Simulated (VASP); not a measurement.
# C (P-1) in VASP: further runs

The runs below take C through single point, with PBEsol.

Program: VASP 6.6.1. These are calculated values, not measurements. Logs are shortened: lines on timing, memory, paths and dates and some standing lists are left out, and cuts for length are marked.

### 1 The cell of the first run

The typed cell holds 10 atoms: a = 2.459 Å, b = 3.891 Å, c = 10.591 Å, α = 99.26°, β = 87.83°, γ = 108.29°.

### 2 Single point, PBEsol (the part above a cut slid along it)

The input, INCAR:

```
SYSTEM = C
PREC     = Accurate       ! precision mode
ENCUT    = 520            ! plane-wave cutoff, eV
EDIFF    = 1E-6           ! SCF threshold, eV
ISMEAR   = 0              ! smearing method
SIGMA    = 0.05           ! smearing width, eV
LREAL    = .False.        ! projectors in reciprocal space
LASPH    = .True.         ! aspherical terms in the spheres
NELM     = 100            ! most SCF steps
ALGO     = Normal         ! electronic algorithm
ISIF     = 2              ! what is computed and relaxed
LWAVE    = .False.        ! write WAVECAR
LCHARG   = .True.         ! write CHGCAR
GGA      = PS             ! functional
LELF     = .True.         ! ELF
LVHAR    = .True.       
NBANDS   = 31             ! bands
```

The input, KPOINTS:

```
regular mesh
0
Gamma
  11 7 3
  0 0 0
```

The input, POSCAR:

```
C
1.0
   -2.1294220588     -1.2294315772      0.0088643343
    1.3950280734      0.0000000000     -3.6324024213
    4.6383344265     -8.8109263031      3.6072868074
C
10
Direct
    0.8222021784      0.1666290038      0.0666694635
    0.3888688450      0.3666290038      0.2666694635
   -0.0444644883      0.5666290038      0.4666694635
    0.5222021784      0.7666290038      0.6666694635
    0.0888688450      0.9666290038      0.8666694635
    0.6111311550      0.0333709962      0.9333305365
    0.3444644883      0.2333709962      0.1333305365
    0.9111311550      0.4333709962      0.3333305365
    0.4777978217      0.6333709962      0.5333305365
    0.0444644883      0.8333709962      0.7333305365
```

Potentials or basis: VASP PAW PBE potentials, release 64 (C).

Started as:

```console
$ cat potpaw_PBE.64/C/POTCAR > POTCAR
$ mpirun -np 1 vasp_std > vasp.out
```

OUTCAR:

```text
SYSTEM = C
   PREC = Accurate
   ENCUT = 520
   EDIFF = 1E-6
   ISMEAR = 0
   LREAL = .False.
   LASPH = .True.
   NELM = 100
   ISIF = 2
   GGA = PS

 ion  position               nearest neighbor table
   1  0.822  0.167  0.067-   7 1.42   7 1.42   6 1.48
   2  0.389  0.367  0.267-   8 1.42   8 1.42   7 1.42
   3  0.956  0.567  0.467-   9 1.42   9 1.42   8 1.42
   4  0.522  0.767  0.667-  10 1.42  10 1.42   9 1.42
   5  0.089  0.967  0.867-   6 1.42   6 1.42  10 1.42
   6  0.611  0.033  0.933-   5 1.42   5 1.42   1 1.48
   7  0.344  0.233  0.133-   1 1.42   1 1.42   2 1.42
   8  0.911  0.433  0.333-   2 1.42   2 1.42   3 1.42
   9  0.478  0.633  0.533-   3 1.42   3 1.42   4 1.42
  10  0.044  0.833  0.733-   4 1.42   4 1.42   5 1.42

  LATTYP: Found a triclinic cell.
 ALAT       =     2.4588653652
 B/A-ratio  =     2.1207350769
 C/A-ratio  =     4.3845477810
 COS(alpha) =     0.0254163710
 COS(beta)  =     0.1908247053
 COS(gamma) =     0.7057259565

  Lattice vectors:

 A1 = (  -2.1294220588,  -1.2294315772,   0.0088643343)
 A2 = (  -3.5244501322,  -1.2294315772,   3.6412667556)
 A3 = (  -6.7677564853,   7.5814947259,  -3.5984224731)

Analysis of symmetry for initial positions (statically):
=====================================================================
 Subroutine PRICEL returns:
 Original cell was already a primitive cell.

 Routine SETGRP: Setting up the symmetry group for a
 triclinic supercell.

 Subroutine GETGRP returns: Found  2 space group operations
 (whereof  1 operations were pure point group operations)
 out of a pool of  2 trial point group operations.

The static configuration has the point symmetry C_1 .
 The point group associated with its full space group is S_2 .

Analysis of symmetry for dynamics (positions and initial velocities):
=====================================================================
 Subroutine PRICEL returns:
 Original cell was already a primitive cell.

 Routine SETGRP: Setting up the symmetry group for a
 triclinic supercell.

 Subroutine GETGRP returns: Found  2 space group operations
 (whereof  1 operations were pure point group operations)
 out of a pool of  2 trial point group operations.

The dynamic configuration has the point symmetry C_1 .
 The point group associated with its full space group is S_2 .

 Subroutine INISYM returns: Found  2 space group operations
 (whereof  1 operations are pure point group operations),
 and found     1 'primitive' translations

----------------------------------------------------------------------------------------

                                     Primitive cell

  volume of cell :      94.9435

  direct lattice vectors                    reciprocal lattice vectors
    -2.129422059 -1.229431577  0.008864334    -0.337093462 -0.230458806 -0.129461108
     1.395028073  0.000000000 -3.632402421     0.045888447 -0.081338402 -0.257676386
     4.638334427 -8.810926303  3.607286807     0.047036297 -0.081338402  0.018064341

  length of vectors
     2.458865365  3.891073204 10.590518716     0.428373017  0.274078100  0.095680036

  position of ions in fractional coordinates (direct lattice)
     0.822202178  0.166629004  0.066669463
     0.388868845  0.366629004  0.266669464
     0.955535512  0.566629004  0.466669463
     0.522202178  0.766629004  0.666669463
     0.088868845  0.966629004  0.866669464
     0.611131155  0.033370996  0.933330537
     0.344464488  0.233370996  0.133330536
     0.911131155  0.433370996  0.333330537
     0.477797822  0.633370996  0.533330537
     0.044464488  0.833370996  0.733330536

  ion indices of the primitive-cell ions
   primitive index   ion index
                 1           1
                 2           2
                 3           3
                 4           4
                 5           5
                 6           6
                 7           7
                 8           8
                 9           9
                10          10

----------------------------------------------------------------------------------------

 KPOINTS: regular mesh

Automatic generation of k-mesh.
 Grid dimensions read from file:
 generate k-points for:   11    7    3

 Generating k-lattice:

  Cartesian coordinates                     Fractional coordinates (reciprocal lattice)
    -0.030644860 -0.020950801 -0.011769192     0.090909091 -0.000000000 -0.000000000
     0.006555492 -0.011619772 -0.036810912    -0.000000000  0.142857143  0.000000000
     0.015678766 -0.027112801  0.006021447     0.000000000  0.000000000  0.333333333

  Length of vectors
     0.038943002  0.039154014  0.031893345

  Shift w.r.t. Gamma in fractional coordinates (k-lattice)
     0.000000000  0.000000000  0.000000000

 Subroutine IBZKPT returns following result:
 ===========================================

 Found    116 irreducible k-points:

 Following reciprocal coordinates:
            Coordinates               Weight
  0.000000  0.000000  0.000000      1.000000
  0.090909  0.000000 -0.000000      2.000000
  0.181818  0.000000 -0.000000      2.000000
  0.272727  0.000000  0.000000      2.000000
  0.363636  0.000000  0.000000      2.000000
  0.454545  0.000000  0.000000      2.000000
[... 16 lines left out ...]
  0.454545  0.285714  0.000000      2.000000
 -0.454545  0.285714 -0.000000      2.000000
 [... further k-points ...]
   k-points           NKPTS =    116   k-points in BZ     NKDIM =    116   number of bands    NBANDS=     31
   number of dos      NEDOS =    301   number of ions     NIONS =     10
   total plane-waves  NPLWV =  43200
   dimension x,y,z NGX =    18 NGY =   30 NGZ =   80
   dimension x,y,z NGXF=    36 NGYF=   60 NGZF=  160
   ions per type =              10
   NGX,Y,Z   is equivalent  to a cutoff of  12.17, 12.82, 12.56 a.u.
   NGXF,Y,Z  is equivalent  to a cutoff of  24.34, 25.63, 25.12 a.u.
 SYSTEM =  C
   PREC   = accura    normal or accurate (medium, high low for compatibility)
   ISTART =      0    job   : 0-new  1-cont  2-samecut
   ICHARG =      2    charge: 1-file 2-atom 10-const
   ISPIN  =      1    spin polarized calculation?
   LNONCOLLINEAR =      F non collinear calculations
   LSORBIT =      F    spin-orbit coupling
   LASPH  =      T    aspherical Exc in radial PAW
   ENCUT  =  520.0 eV  38.22 Ry    6.18 a.u.   4.57  7.23 19.69*2*pi/ulx,y,z
   NELM   =    100;   NELMIN=  2; NELMDL= -5     # of ELM steps
   EDIFF  = 0.1E-05   stopping-criterion for ELM
   LREAL  =      F    real-space projection
   EDIFFG = 0.1E-04   stopping-criterion for IOM
   NSW    =      0    number of steps for IOM
   IBRION =     -1    ionic relax: 0-MD 1-quasi-New 2-CG
   NFREE  =      0    steps in history (QN), initial steepest desc. (CG)
   ISIF   =      2    stress and relaxation
   ISYM   =      2    0-nonsym 1-usesym 2-fastsym
   POTIM  = 0.5000    time-step for ionic-motion
   TEBEG  =    0.0;   TEEND  =   0.0 temperature during run
   PSTRESS=    0.0 pullay stress
   NELECT =      40.0000    total number of electrons
   NUPDOWN=      -1.0000    fix difference up-down
   EMIN   =  10.00;   EMAX   =-10.00  energy-range for DOS
   EFERMI =   0.00;   METHOD = LEGACY
   ISMEAR =     0;   SIGMA  =   0.05  broadening in eV -4-tet -1-fermi 0-gaus
   EFERMI_NEDOS =   21; number of points for ismear=-14 and -15
   IALGO  =     38    algorithm
   IMIX   =      4    mixing-type and parameters
     AMIX     =   0.40;   BMIX     =  1.00
     AMIX_MAG =   1.60;   BMIX_MAG =  1.00
  volume/ion in A,a.u.               =       9.49        64.07
  Fermi-wavevector in a.u.,A,eV,Ry     =   1.227269  2.319202 20.492948  1.506189
  Thomas-Fermi vector in A             =   2.362239
   LORBIT       =      0    0 simple, 1 ext, 2 COOP (PROOUT), +10 PAW based schemes
   GGA     = PS    functional components
   LHFCALC =     F    Hartree Fock is set to
   AEXX    =    0.0000 exact exchange contribution
   IVDW    =     0    specifies the selected vdW correction
   LEPSILON=     F    determine dielectric tensor
   LRPA    =     F    only Hartree local field effects (RPA)
 non-spin polarized calculation
 Gauss-broadening in eV      SIGMA  =   0.05
  energy-cutoff  :      520.00
  volume of cell :       94.94
 maximum number of plane-waves:      2584
   NGX =  9   NGY = 15   NGZ = 39

 number of electron      40.0000004 magnetization

 Free energy of the ion-electron system (eV)
  ---------------------------------------------------
  ext. energy  EPLUGINS =         0.00000000
  ---------------------------------------------------
  free energy    TOTEN  =       -95.54608701 eV

  energy without entropy =      -95.54608701  energy(sigma->0) =      -95.54608701

 E-fermi :   4.0417     XC(G=0): -10.0204

 val. band max:        3.8283787451   @ k =   0.3636   0.2857   0.0000
 cond. band min:       4.2468621387   @ k =   0.3636   0.2857   0.0000
 fundamental gap:      0.4184833936
 Fermi energy:         4.0417299592

 k-point     1 :       0.0000    0.0000    0.0000
  band No.  band energies     occupation
      1     -15.6267      2.00000
      2     -14.6665      2.00000
      3     -14.6657      2.00000
      4     -11.8958      2.00000
      5     -11.8446      2.00000
      6      -7.3497      2.00000
[... 23 lines left out ...]
     30      12.3621      0.00000
     31      12.4149      0.00000

 k-point     2 :       0.0909    0.0000   -0.0000
  band No.  band energies     occupation
      1     -15.4750      2.00000
      2     -14.5630      2.00000
      3     -14.4703      2.00000
      4     -11.8229      2.00000
      5     -11.6387      2.00000
      6      -7.3282      2.00000
[... 740 lines left out ...]
 k-point    24 :      -0.4545    0.2857   -0.0000
  band No.  band energies     occupation
      1     -11.9935      2.00000
      2     -11.3618      2.00000
      3     -10.8605      2.00000
      4     -10.2986      2.00000
      5     -10.1423      2.00000
      6      -8.7050      2.00000
[... 23 lines left out ...]
     30      13.5556      0.00000
     31      13.6832      0.00000

 [... further k-points ...]

------------------------ aborting loop because EDIFF is reached ----------------------------------------

  FORCE on cell =-STRESS in cart. coord.  units (eV):
  Direction    XX          YY          ZZ          XY          YZ          ZX
  --------------------------------------------------------------------------------------
  -------------------------------------------------------------------------------------
  Total        6.8807169     -6.2887707     -0.0148241     -4.7078248      0.0159527     -0.0381272
  in kB      116.1125265   -106.1233981     -0.2501577    -79.4448362      0.2692030     -0.6433987
  external PRESSURE =       3.2463236 kB  Pullay stress =       0.0000000 kB

 VOLUME and BASIS-vectors are now :
 -----------------------------------------------------------------------------
  energy-cutoff  :      520.00
  volume of cell :       94.94
      direct lattice vectors                 reciprocal lattice vectors
    -2.129422059 -1.229431577  0.008864334    -0.337093462 -0.230458806 -0.129461108
     1.395028073  0.000000000 -3.632402421     0.045888447 -0.081338402 -0.257676386
     4.638334427 -8.810926303  3.607286807     0.047036297 -0.081338402  0.018064341

 POSITION                                       TOTAL-FORCE (eV/Angst)
 -----------------------------------------------------------------------------------
     -1.20913     -1.59826     -0.35748         3.442843      2.633993     -0.015688
      0.92029     -2.82769     -0.36634         0.445033      0.155797     -0.002412
      0.92029     -5.28656     -0.36634         0.032522      0.028169     -0.000841
      3.04972     -6.51599     -0.37521         0.022411      0.023710     -0.000610
      5.17914     -7.74542     -0.38407         0.120379      0.400522     -0.000838
      3.07430     -8.97485      3.25099        -3.442843     -2.633993      0.015688
      0.21048     -1.59826     -0.36368        -0.120379     -0.400522      0.000838
      0.21048     -4.05712     -0.36368        -0.022411     -0.023710      0.000610
      2.33990     -5.28656     -0.37255        -0.032522     -0.028169      0.000841
      4.46932     -6.51599     -0.38141        -0.445033     -0.155797      0.002412
 -----------------------------------------------------------------------------------
    total drift:                                0.000001     -0.000000      0.000001

  FREE ENERGIE OF THE ION-ELECTRON SYSTEM (eV)
  ---------------------------------------------------
  free  energy   TOTEN  =       -95.5460870115 eV

  energy  without entropy=      -95.5460870115  energy(sigma->0) =      -95.54608701
```

Wall time 4 min (1 thread of Oxide Virtual Turin-like, shared host); peak memory 0.3 GiB.

What came out:

| Property | Result |
| --- | --- |
| Free energy | -95.5461 eV |
| Pressure | 0.3 GPa |
| Largest force | 4.335 eV/Å |

Forces on the atoms (eV/Å):
```
C    3.443  2.634 -0.016
C    0.445  0.156 -0.002
C    0.033  0.028 -0.001
C    0.022  0.024 -0.001
C    0.120  0.401 -0.001
C   -3.443 -2.634  0.016
C   -0.120 -0.401  0.001
C   -0.022 -0.024  0.001
C   -0.033 -0.028  0.001
C   -0.445 -0.156  0.002
```

Caveat: the cell differs from its parent crystal (the part above a cut slid along it); the stress differs along the axes, from -11 to 12 GPa; this functional lacks dispersion, which binds layers or chains, so the pressure and a relaxed spacing across them are unreliable; the PAW data sets were made with another functional, which shifts forces and pressure a little.

### 3 Single point, PBEsol (the part above a cut slid along it)

The input, INCAR:

```
ALGO = Normal ; EDIFF = 1E-6
ENCUT = 520 ; GGA = PS
ISIF = 2 ; ISMEAR = 0
LASPH = T ; LCHARG = F
LREAL = F ; LWAVE = F
NBANDS = 31 ; NELM = 80
PREC = Accurate ; SIGMA = 0.05
```

The input, KPOINTS:

```
k-points
0
Gamma
  11 7 3
```

The input, POSCAR:

```
C
1.0
   -2.1294220588     -1.2294315772      0.0088643343
    1.3950280734      0.0000000000     -3.6324024213
    3.2187197207     -9.6305473545      3.6131963636
C
10
Direct
    0.7777558694      0.1666290038      0.0666694635
    0.2110892027      0.3666290038      0.2666694635
   -0.3555774640      0.5666290038      0.4666694635
    0.0777558693      0.7666290038      0.6666694635
   -0.4889107973      0.9666290038      0.8666694635
   -0.0110892027      0.0333709962      0.9333305365
    0.2555774640      0.2333709962      0.1333305365
    0.6889107973      0.4333709962      0.3333305365
    0.1222441306      0.6333709962      0.5333305365
   -0.4444225360      0.8333709962      0.7333305365
```

Potentials or basis: VASP PAW PBE potentials, release 64 (C).

Started as:

```console
$ cat potpaw_PBE.64/C/POTCAR > POTCAR
$ mpirun -np 1 vasp_std > vasp.out
```

Run time: 9.2 min. Hardware: 1 thread of Oxide Virtual Turin-like, shared host; peak memory 0.31 GiB.

The run converged. Its results:

```yaml
Free_energy: -95.5459 eV
Pressure: 0.3 GPa
Largest_force: 4.330 eV/Å
```

Forces on the atoms (eV/Å):
```
C   -3.999 -1.660  0.015
C   -0.354 -0.303  0.001
C   -0.037 -0.009 -0.001
C   -0.028 -0.003 -0.001
C   -0.403  0.101  0.001
C    3.999  1.660 -0.015
C    0.403 -0.101 -0.001
C    0.028  0.003  0.001
C    0.037  0.009  0.001
C    0.354  0.303 -0.001
```

Stress tensor (GPa, compression positive):
```
-11.97   5.69   0.05
  5.69  12.97  -0.01
  0.05  -0.01  -0.02
```

Caveat: the cell differs from its parent crystal (the part above a cut slid along it); the stress differs along the axes, from -12 to 13 GPa; this functional lacks dispersion, which binds layers or chains, so the pressure and a relaxed spacing across them are unreliable; the PAW data sets were made with another functional, which shifts forces and pressure a little.

### 4 Single point, PBEsol (the part above a cut slid along it)

The input, INCAR:

```
SYSTEM = C
ALGO = Normal
EDIFF = 1E-7
ENCUT = 520
GGA = PS
ISIF = 2
ISMEAR = 0
LASPH = .TRUE.
LCHARG = .FALSE.
LREAL = .FALSE.
LWAVE = .FALSE.
NBANDS = 31
NELM = 80
PREC = Accurate
SIGMA = 0.05
```

The input, KPOINTS:

```
k-points
0
G
  11 7 3
  0 0 0
```

The input, POSCAR:

```
C
1.0
   -2.1294220588     -1.2294315772      0.0088643343
    1.3950280734      0.0000000000     -3.6324024213
    3.6837290785     -9.6305473545      2.4023955564
C
10
Direct
    0.7777558694      0.1444058493      0.0666694635
    0.2110892027      0.2777391826      0.2666694635
   -0.3555774640      0.4110725160      0.4666694635
    0.0777558694      0.5444058493      0.6666694635
   -0.4889107973      0.6777391826      0.8666694635
   -0.0110892027     -0.2777391826      0.9333305365
    0.2555774640      0.1889274840      0.1333305365
    0.6889107973      0.3222608174      0.3333305365
    0.1222441306      0.4555941507      0.5333305365
   -0.4444225360      0.5889274840      0.7333305365
```

Started as:

```console
$ cat potpaw_PBE.64/C/POTCAR > POTCAR
$ mpirun -np 1 vasp_std > vasp.out
```

It took 7.2 min on 1 thread of Oxide Virtual Turin-like, shared host; peak memory 0.3 GiB.

Results (log left out):

| Property | Result |
| --- | --- |
| Free energy | -91.6997 eV |
| Pressure | -2.8 GPa |
| Largest force | 2.682 eV/Å |
| Band gap on the k mesh | 0.14 eV (least direct gap 0.35 eV) |

Forces on the atoms (eV/Å):
```
C   -1.924 -1.151  1.472
C   -0.013 -0.431 -0.523
C   -0.011 -0.007  0.073
C    0.004 -0.019 -0.019
C    0.325 -1.085 -0.252
C    1.924  1.151 -1.472
C   -0.325  1.085  0.252
C   -0.004  0.019  0.019
C    0.011  0.007 -0.073
C    0.013  0.431  0.523
```

Stress tensor (GPa, compression positive):
```
-8.72  3.53  6.72
 3.53  5.57  1.77
 6.72  1.77 -5.30
```

Levels at points of the mesh, in eV from the valence-band top:
```
           k point  band 17  band 18  band 19  band 20  band 21  band 22  band 23  band 24
(0.00, 0.00, 0.00)    -3.65    -3.01    -2.16    -1.47     1.38     2.70     4.13     5.22
```

Caveat: the cell differs from its parent crystal (the part above a cut slid along it); the stress differs along the axes, from -9 to 6 GPa; semilocal functionals underestimate gaps, and a narrow one can read as zero; the PAW data sets were made with another functional, which shifts forces and pressure a little. A k mesh can miss the band edges.

### 5 The runs side by side

| cell | pressure (GPa) | largest force (eV/Å) |
| --- | --- | --- |
| a = 2.459, b = 3.891, c = 10.591 Å, angles 99.3, 87.8, 108.3°, 10 atoms | 0.3 | 4.33 |
| a = 2.459, b = 3.891, c = 10.778 Å, angles 101.9, 79.1, 108.3°, 10 atoms | 0.3 | 4.33 |
| a = 2.459, b = 3.891, c = 10.587 Å, angles 95.0, 81.1, 108.3°, 10 atoms | -2.8 | 2.68 |

Alike in all rows: task single point; level PBEsol; potentials or basis VASP PAW PBE potentials, release 64 (C); no spin polarisation; k mesh 11 × 7 × 3; cutoff (eV) 520; smearing gaussian 0.05 eV.

Caveats: the PAW data sets were made with another functional, which shifts forces and pressure a little; this functional lacks dispersion, which binds layers or chains, so the pressure and a relaxed spacing across them are unreliable (at least some runs); the stress differs along the axes, from -11 to 12 GPa (at least some runs); the stress differs along the axes, from -12 to 13 GPa (at least some runs); the stress differs along the axes, from -9 to 6 GPa (at least some runs); semilocal functionals underestimate gaps, and a narrow one can read as zero (at least some runs).

Absolute energies hang on the potentials; compare differences alone.
